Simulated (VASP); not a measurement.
# As in VASP: single point with PBE

Aim: the single point of As with PBE.

Everything below comes from runs of VASP 6.6.1. Logs are shortened: lines on timing, memory, paths and dates and some standing lists are left out, and cuts for length are marked.

## Step 1: The cell of the first run

The cell holds a sheet with vacuum, 2 atoms: a = 3.571 Å, b = 3.571 Å, c = 17.398 Å, α = 90.00°, β = 90.00°, γ = 120.00°.

## Step 2: Single point, PBE

Contents of INCAR:

```
SYSTEM = As
PREC = Accurate
ENCUT = 400
EDIFF = 1E-6
ISMEAR = 0
SIGMA = 0.03
LREAL = .FALSE.
LASPH = .TRUE.
NELM = 120
ALGO = Normal
ISIF = 2
LWAVE = .FALSE.
LCHARG = .FALSE.
LDIPOL = .TRUE.
IDIPOL = 3
DIPOL = 0.5 0.5 0.500
GGA = PE
NBANDS = 12
GGA_COMPAT = .FALSE.
NELMDL = -8
```

Contents of KPOINTS:

```
regular mesh
0
G
  12 12 1
  0 0 0
```

Contents of POSCAR:

```
As
1.0
    3.5708954811      0.0000000000      0.0000000000
   -1.7854477405      3.0924862009      0.0000000000
    0.0000000000      0.0000000000     17.3982477057
As
2
Direct
    0.3333333333      0.6666666667      0.4598164215
    0.6666666667      0.3333333333      0.5401835785
```

Potentials or basis: VASP PAW PBE potentials, release 64 (As).

On the command line:

```
$ cat potpaw_PBE.64/As/POTCAR > POTCAR
$ mpirun -np 1 vasp_std > vasp.out
```

OUTCAR:

```text
SYSTEM = As
   PREC = Accurate
   ENCUT = 400
   EDIFF = 1E-6
   ISMEAR = 0
   LREAL = .FALSE.
   LASPH = .TRUE.
   NELM = 120
   ISIF = 2
   GGA = PE
   NELMDL = -8

 ion  position               nearest neighbor table
   1  0.333  0.667  0.460-   2 2.49   2 2.49   2 2.49
   2  0.667  0.333  0.540-   1 2.49   1 2.49   1 2.49

  LATTYP: Found a hexagonal cell.
 ALAT       =     3.5708954811
 C/A-ratio  =     4.8722366134

  Lattice vectors:

 A1 = (   3.5708954811,   0.0000000000,   0.0000000000)
 A2 = (  -1.7854477405,   3.0924862009,   0.0000000000)
 A3 = (   0.0000000000,   0.0000000000,  17.3982477057)

Analysis of symmetry for initial positions (statically):
=====================================================================
 Subroutine PRICEL returns:
 Original cell was already a primitive cell.

 Routine SETGRP: Setting up the symmetry group for a
 hexagonal supercell.

 Subroutine GETGRP returns: Found 12 space group operations
 (whereof 12 operations were pure point group operations)
 out of a pool of 24 trial point group operations.

The static configuration has the point symmetry D_3d.

Analysis of symmetry for dynamics (positions and initial velocities):
=====================================================================
 Subroutine PRICEL returns:
 Original cell was already a primitive cell.

 Routine SETGRP: Setting up the symmetry group for a
 hexagonal supercell.

 Subroutine GETGRP returns: Found 12 space group operations
 (whereof 12 operations were pure point group operations)
 out of a pool of 24 trial point group operations.

The dynamic configuration has the point symmetry D_3d.

 Subroutine INISYM returns: Found 12 space group operations
 (whereof 12 operations are pure point group operations),
 and found     1 'primitive' translations

----------------------------------------------------------------------------------------

                                     Primitive cell

  volume of cell :     192.1279

  direct lattice vectors                    reciprocal lattice vectors
     3.570895481  0.000000000  0.000000000     0.280041801  0.161682209  0.000000000
    -1.785447740  3.092486201  0.000000000     0.000000000  0.323364418  0.000000000
     0.000000000  0.000000000 17.398247706     0.000000000  0.000000000  0.057477053

  length of vectors
     3.570895481  3.570895481 17.398247706     0.323364418  0.323364418  0.057477053

  position of ions in fractional coordinates (direct lattice)
     0.333333333  0.666666667  0.459816422
     0.666666667  0.333333333  0.540183578

  ion indices of the primitive-cell ions
   primitive index   ion index
                 1           1
                 2           2

----------------------------------------------------------------------------------------

 KPOINTS: regular mesh

Automatic generation of k-mesh.
 Grid dimensions read from file:
 generate k-points for:   12   12    1

 Generating k-lattice:

  Cartesian coordinates                     Fractional coordinates (reciprocal lattice)
     0.023336817  0.013473517  0.000000000     0.083333333  0.000000000  0.000000000
     0.000000000  0.026947035  0.000000000     0.000000000  0.083333333  0.000000000
     0.000000000  0.000000000  0.057477053     0.000000000  0.000000000  1.000000000

  Length of vectors
     0.026947035  0.026947035  0.057477053

  Shift w.r.t. Gamma in fractional coordinates (k-lattice)
     0.000000000  0.000000000  0.000000000

 Subroutine IBZKPT returns following result:
 ===========================================

 Found     19 irreducible k-points:

 Following reciprocal coordinates:
            Coordinates               Weight
  0.000000  0.000000  0.000000      1.000000
  0.083333  0.000000  0.000000      6.000000
  0.166667  0.000000  0.000000      6.000000
  0.250000  0.000000  0.000000      6.000000
  0.333333  0.000000  0.000000      6.000000
  0.416667  0.000000  0.000000      6.000000
[... 11 lines left out ...]
  0.333333  0.250000  0.000000     12.000000
  0.333333  0.333333  0.000000      2.000000
   k-points           NKPTS =     19   k-points in BZ     NKDIM =     19   number of bands    NBANDS=     12
   number of dos      NEDOS =    301   number of ions     NIONS =      2
   total plane-waves  NPLWV =  69120
   dimension x,y,z NGX =    24 NGY =   24 NGZ =  120
   dimension x,y,z NGXF=    48 NGYF=   48 NGZF=  240
   ions per type =               2
   NGX,Y,Z   is equivalent  to a cutoff of  11.17, 11.17, 11.47 a.u.
   NGXF,Y,Z  is equivalent  to a cutoff of  22.35, 22.35, 22.93 a.u.
 SYSTEM =  As
   PREC   = accura    normal or accurate (medium, high low for compatibility)
   ISTART =      0    job   : 0-new  1-cont  2-samecut
   ICHARG =      2    charge: 1-file 2-atom 10-const
   ISPIN  =      1    spin polarized calculation?
   LNONCOLLINEAR =      F non collinear calculations
   LSORBIT =      F    spin-orbit coupling
   LASPH  =      T    aspherical Exc in radial PAW
   ENCUT  =  400.0 eV  29.40 Ry    5.42 a.u.   5.82  5.82 28.37*2*pi/ulx,y,z
   NELM   =    120;   NELMIN=  2; NELMDL= -8     # of ELM steps
   EDIFF  = 0.1E-05   stopping-criterion for ELM
   LREAL  =      F    real-space projection
   EDIFFG = 0.1E-04   stopping-criterion for IOM
   NSW    =      0    number of steps for IOM
   IBRION =     -1    ionic relax: 0-MD 1-quasi-New 2-CG
   NFREE  =      0    steps in history (QN), initial steepest desc. (CG)
   ISIF   =      2    stress and relaxation
   ISYM   =      2    0-nonsym 1-usesym 2-fastsym
   POTIM  = 0.5000    time-step for ionic-motion
   TEBEG  =    0.0;   TEEND  =   0.0 temperature during run
   PSTRESS=    0.0 pullay stress
   NELECT =      10.0000    total number of electrons
   NUPDOWN=      -1.0000    fix difference up-down
   EMIN   =  10.00;   EMAX   =-10.00  energy-range for DOS
   EFERMI =   0.00;   METHOD = LEGACY
   ISMEAR =     0;   SIGMA  =   0.03  broadening in eV -4-tet -1-fermi 0-gaus
   EFERMI_NEDOS =   21; number of points for ismear=-14 and -15
   IALGO  =     38    algorithm
   IMIX   =      4    mixing-type and parameters
     AMIX     =   0.40;   BMIX     =  1.00
     AMIX_MAG =   1.60;   BMIX_MAG =  1.00
  volume/ion in A,a.u.               =      96.06       648.27
  Fermi-wavevector in a.u.,A,eV,Ry     =   0.611239  1.155075  5.083322  0.373614
  Thomas-Fermi vector in A             =   1.667092
   LORBIT       =      0    0 simple, 1 ext, 2 COOP (PROOUT), +10 PAW based schemes
   GGA     = PE    functional components
   LHFCALC =     F    Hartree Fock is set to
   AEXX    =    0.0000 exact exchange contribution
   IVDW    =     0    specifies the selected vdW correction
   LEPSILON=     F    determine dielectric tensor
   LRPA    =     F    only Hartree local field effects (RPA)
 non-spin polarized calculation
 Gauss-broadening in eV      SIGMA  =   0.03
  energy-cutoff  :      400.00
  volume of cell :      192.13
 maximum number of plane-waves:      3508
 NGX is ok and might be reduce to    24
   NGX = 11   NGY = 11   NGZ = 57

 number of electron      10.0000000 magnetization

 number of electron       9.9999999 magnetization

 dipolmoment           0.000000      0.000000     -0.000000 electrons x Angstroem

 Free energy of the ion-electron system (eV)
  ---------------------------------------------------
  ext. energy  EPLUGINS =         0.00000000
  ---------------------------------------------------
  free energy    TOTEN  =        -9.32809916 eV

  energy without entropy =       -9.32809916  energy(sigma->0) =       -9.32809916

 E-fermi :  -2.8957     XC(G=0):  -3.0168

 val. band max:       -3.0835827119   @ k =   0.0000   0.0000   0.0000
 cond. band min:      -1.5350872502   @ k =   0.3333   0.0000   0.0000
 fundamental gap:      1.5484954617
 Fermi energy:        -2.8957216743

 k-point     1 :       0.0000    0.0000    0.0000
  band No.  band energies     occupation
      1     -16.7673      2.00000
      2     -10.3678      2.00000
      3      -3.7788      2.00000
      4      -3.0836      2.00000
      5      -3.0836      2.00000
      6      -1.0482      0.00000
      7       0.4333      0.00000
      8       0.4333      0.00000
      9       1.7162      0.00000
     10       1.8776      0.00000
     11       2.9797      0.00000
     12       3.7618      0.00000

 k-point     2 :       0.0833    0.0000    0.0000
  band No.  band energies     occupation
      1     -16.6727      2.00000
      2     -10.3488      2.00000
      3      -4.0000      2.00000
      4      -3.7299      2.00000
      5      -3.2984      2.00000
      6      -0.4452      0.00000
      7       0.3333      0.00000
      8       0.6502      0.00000
      9       1.8582      0.00000
     10       1.9910      0.00000
     11       3.0836      0.00000
     12       3.8752      0.00000

 k-point     3 :       0.1667    0.0000    0.0000
  band No.  band energies     occupation
      1     -16.3914      2.00000
      2     -10.3394      2.00000
      3      -5.3698      2.00000
      4      -3.7726      2.00000
      5      -3.6205      2.00000
      6      -0.8319      0.00000
      7       1.0425      0.00000
      8       1.0708      0.00000
      9       2.1866      0.00000
     10       2.3632      0.00000
     11       3.3712      0.00000
     12       4.1749      0.00000

 k-point     4 :       0.2500    0.0000    0.0000
  band No.  band energies     occupation
      1     -15.9335      2.00000
      2     -10.5058      2.00000
      3      -6.4241      2.00000
      4      -4.2722      2.00000
      5      -3.6042      2.00000
      6      -1.3998      0.00000
      7       1.2322      0.00000
      8       1.3659      0.00000
      9       2.5366      0.00000
     10       2.8795      0.00000
     11       3.8358      0.00000
     12       4.5766      0.00000

 k-point     5 :       0.3333    0.0000    0.0000
  band No.  band energies     occupation
      1     -15.3251      2.00000
      2     -11.0495      2.00000
      3      -6.8555      2.00000
      4      -4.6769      2.00000
      5      -3.9273      2.00000
      6      -1.5351      0.00000
      7       0.7099      0.00000
      8       1.4564      0.00000
      9       3.2165      0.00000
     10       3.3747      0.00000
     11       4.1622      0.00000
     12       5.1287      0.00000
[... 153 lines left out ...]
      1     -13.9674      2.00000
      2     -12.4185      2.00000
      3      -6.9705      2.00000
      4      -5.6499      2.00000
      5      -4.7596      2.00000
      6      -0.5111      0.00000
      7       0.5740      0.00000
      8       1.0429      0.00000
      9       3.6545      0.00000
     10       5.5954      0.00000
     11       5.7180      0.00000
     12       5.9139      0.00000

 k-point    17 :       0.2500    0.2500    0.0000
  band No.  band energies     occupation
      1     -14.4198      2.00000
      2     -11.8487      2.00000
      3      -6.9432      2.00000
      4      -6.1516      2.00000
      5      -4.2272      2.00000
      6      -0.5476      0.00000
      7       0.3474      0.00000
      8       1.8431      0.00000
      9       4.3793      0.00000
     10       4.4295      0.00000
     11       4.9879      0.00000
     12       5.3869      0.00000

 k-point    18 :       0.3333    0.2500    0.0000
  band No.  band energies     occupation
      1     -13.7636      2.00000
      2     -12.5115      2.00000
      3      -7.3636      2.00000
      4      -5.6578      2.00000
      5      -4.7284      2.00000
      6      -0.9447      0.00000
      7       0.9558      0.00000
      8       1.5839      0.00000
      9       4.6526      0.00000
     10       5.2347      0.00000
     11       5.4723      0.00000
     12       5.9695      0.00000

 k-point    19 :       0.3333    0.3333    0.0000
  band No.  band energies     occupation
      1     -13.1199      2.00000
      2     -13.1199      2.00000
      3      -7.6034      2.00000
      4      -5.1720      2.00000
      5      -5.1720      2.00000
      6      -1.1996      0.00000
      7       1.4512      0.00000
      8       1.4512      0.00000
      9       4.9509      0.00000
     10       5.8869      0.00000
     11       5.8869      0.00000
     12       6.6595      0.00000

------------------------ aborting loop because EDIFF is reached ----------------------------------------

 vacuum level on the upper side and lower side of the slab       (xc-potential included)        -0.131        -0.131

  FORCE on cell =-STRESS in cart. coord.  units (eV):
  Direction    XX          YY          ZZ          XY          YZ          ZX
  --------------------------------------------------------------------------------------
  -------------------------------------------------------------------------------------
  Total        0.5095194      0.5095194      0.1581985      0.0000000      0.0000000     -0.0000000
  in kB        4.2489426      4.2489426      1.3192360      0.0000000      0.0000000     -0.0000000
  external PRESSURE =       3.2723737 kB  Pullay stress =       0.0000000 kB

 VOLUME and BASIS-vectors are now :
 -----------------------------------------------------------------------------
  energy-cutoff  :      400.00
  volume of cell :      192.13
      direct lattice vectors                 reciprocal lattice vectors
     3.570895481  0.000000000  0.000000000     0.280041801  0.161682209  0.000000000
    -1.785447740  3.092486201  0.000000000     0.000000000  0.323364418  0.000000000
     0.000000000  0.000000000 17.398247706     0.000000000  0.000000000  0.057477053

 POSITION                                       TOTAL-FORCE (eV/Angst)
 -----------------------------------------------------------------------------------
     -0.00000      2.06166      8.00000         0.000000     -0.000000     -0.118032
      1.78545      1.03083      9.39825         0.000000      0.000000      0.118032
 -----------------------------------------------------------------------------------
    total drift:                                0.000000     -0.000000     -0.000000

  FREE ENERGIE OF THE ION-ELECTRON SYSTEM (eV)
  ---------------------------------------------------
  free  energy   TOTEN  =        -9.3280991633 eV

  energy  without entropy=       -9.3280991633  energy(sigma->0) =       -9.32809916

 vacuum level on the upper side and lower side of the slab         2.131         2.131
```

Run time: 18 s. Hardware: 1 thread of Intel Xeon 6975P-C (Granite Rapids), shared host; peak memory 0.24 GiB.

Results:

* Free energy: -9.3281 eV
* Largest force: 0.118 eV/Å
* Band gap on the k mesh: 1.55 eV (least direct gap 2.04 eV)

Forces in eV/Å, atoms in the order of the input:
```
As   0.000  0.000 -0.118
As   0.000  0.000  0.118
```
